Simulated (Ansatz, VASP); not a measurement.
# One calculation of TiCo, two programs

Contents of INCAR:

```
PREC = Accurate
ENCUT = 520
EDIFF = 1E-6
ISMEAR = -1
SIGMA = 0.03
LREAL = F
LASPH = T
NELM = 150
ALGO = Normal
ISIF = 2
LWAVE = F
LCHARG = T
ISPIN = 2
MAGMOM = -1 2
LORBIT = 11
LMAXMIX = 4
GGA = PS
LELF = T
LVHAR = T
NBANDS = 22
```

The input KPOINTS:

```
regular mesh
0
Gamma
  11 11 11
```

File POSCAR:

```
TiCo
1.0
    2.9256713971      0.0000000000      0.0000000000
    0.0000000000      2.9256713971      0.0000000000
    0.0000000000      0.0000000000      2.9256713971
Ti Co
1 1
Direct
    0.0000000000      0.0000000000      0.0000000000
    0.5000000000      0.5000000000      0.5000000000
```

Input for Ansatz:

```yaml
crystal:
  lattice:
    - [2.9256713971, 0.0, 0.0]
    - [0.0, 2.9256713971, 0.0]
    - [0.0, 0.0, 2.9256713971]
  atoms:
    - { symbol: Ti, position: [0.0, 0.0, 0.0], spin: -1.0 }
    - { symbol: Co, position: [0.5, 0.5, 0.5], spin: 2.0 }
magnetization:
  spin_polarized: true
kpoints:
  mp_grid: { grid: [11, 11, 11] }
scf:
  occupations: { method: fermi_dirac, width: 0.03 }
hamiltonian:
  xc: pbesol
  pseudopotentials: { kind: all_electron, lapw: { basis_error: 0.00025 } }
output:
  forces: true
  stress: true
  eigenvalues: true
```

Change from the starting cell: volume scaled by 0.9405.

Alike in both runs: task single point; functional PBEsol; k mesh 11 × 11 × 11; occupations fermi-dirac, width 0.03 eV; collinear spin.

|  | VASP | Ansatz |
| --- | --- | --- |
| version | VASP 6.6.1 | Ansatz 0.2.0 |
| potentials or method | VASP PAW PBE potentials, release 64 (Ti_sv, Co), cutoff 520 eV | all-electron LAPW, scalar-relativistic |

Ansatz gave:

* pressure (GPa): 2.3
* net moment per atom (μB): 0.29
* size of the moment on the site where the two differ most (μB): 0.61

Question: Which values does VASP return?

Answer: Pressure (GPa): 1.6; net moment per atom (μB): 0.22; size of the moment on the site where the two differ most (μB): 0.47.

VASP's potentials were made for PBE, not for PBEsol. Site moments also hang on the region over which each program counts them. Ansatz ran all-electron here, and VASP with PAW potentials.
